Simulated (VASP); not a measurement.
A run of VASP 6.6.1:

The input INCAR:

```
ALGO = Normal ; EDIFF = 1E-6
ENCUT = 520 ; ISIF = 2
ISMEAR = 0 ; LASPH = T
LCHARG = F ; LREAL = F
LWAVE = F ; NBANDS = 35
NELM = 60 ; PREC = Accurate
SIGMA = 0.05
```

File KPOINTS:

```
k-points
0
Gamma
  6 6 8
```

File POSCAR:

```
SnO2
1.0
    4.7212714757      0.0000000000      0.0000000000
    0.0000000000      4.7242464866      0.0000000000
    0.0000000000      0.0000000000      3.1900194031
Sn O
2 4
Direct
    0.4626307434      0.5374921818      0.5000000000
   -0.0373692566      0.0374921818      0.0000000000
    0.3055669669      0.3065721211      0.0000000000
    0.8055669669      0.1934278789      0.5000000000
    0.1944330331      0.8065721211      0.5000000000
    0.6944330331      0.6934278789      0.0000000000
```

Potentials or basis: VASP PAW LDA potentials, release 64 (Sn_d, O).

Launch:

```console
$ cat potpaw_LDA.64/Sn_d/POTCAR potpaw_LDA.64/O/POTCAR > POTCAR
$ mpirun -np 1 vasp_std > vasp.out
```

Hardware: 1 thread of Intel(R) Xeon(R) 6975P-C (Granite Rapids), with other jobs on the host.

Problem. Estimate the wall time of this run.

Solution. Run time: 74 s on 1 thread of Intel(R) Xeon(R) 6975P-C (Granite Rapids), with other jobs on the host, peak memory 0.28 GiB. Counts: scf iterations 13, k points 100.
